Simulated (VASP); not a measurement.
A run of VASP 6.6.1 is set up as follows.

The input POSCAR:

```
Si
1.0
   -2.3713723045      2.3713723045      1.3292653899
    2.3713723045     -2.3713723045      1.3292653899
    2.3713723045      2.3713723045     -1.3292653899
Si
2
Direct
    0.2500000000      0.7500000000      0.5000000000
    0.5169454001      0.5169454001      0.0121735419
```

Contents of INCAR.step1:

```
SYSTEM = Si
PREC = Accurate
ENCUT = 520
ISMEAR = -1
SIGMA = 0.08
LREAL = .FALSE.
LASPH = .TRUE.
NELM = 60
NBANDS = 11
GGA = PE
ALGO = Normal
EDIFF = 1E-4
LWAVE = .TRUE.
LCHARG = .FALSE.
```

The input INCAR.step2:

```
SYSTEM = Si
PREC = Accurate
ENCUT = 520
EDIFF = 1E-8
ISMEAR = -1
SIGMA = 0.08
LREAL = .FALSE.
LASPH = .TRUE.
NELM = 60
ALGO = Normal
ISIF = 2
LWAVE = .FALSE.
LCHARG = .FALSE.
METAGGA = R2SCAN
LMIXTAU = .TRUE.
LEFG = .TRUE.
NBANDS = 11
ISTART = 1
```

The input KPOINTS:

```
regular mesh
0
G
  16 16 16
  0 0 0
```

Potentials or basis: VASP PAW PBE potentials, release 64 (Si).

Command:

```bash
$ cat potpaw_PBE.64/Si/POTCAR > POTCAR
$ cp INCAR.step1 INCAR
$ mpirun -np 1 vasp_std > vasp.out
$ cp INCAR.step2 INCAR
$ mpirun -np 1 vasp_std > vasp.out
```

Q: Predict the largest force.

A: 0.236 eV/Å.

Q: Predict the pressure.

A: 2.5 GPa.

Q: What does it give for the band gap on the k mesh?

A: Zero (bands 4 and 5 overlap by 6.77 eV).

Electric field gradients, principal values (V/Å²):
```
atom   least   middle  greatest (by size)
1 Si  -8.118  -12.927              21.045
2 Si  -8.118  -12.927              21.045
```

Caveat: the cell differs from its parent crystal (atom 2 (Si) moved by [0.028868, 0.028868, 0.028868] A); without QUAD_EFG the Cq values of the log hold for a quadrupole moment of 1 mb, not for the nuclei; the PAW data sets were made with another functional, which shifts forces and pressure a little.
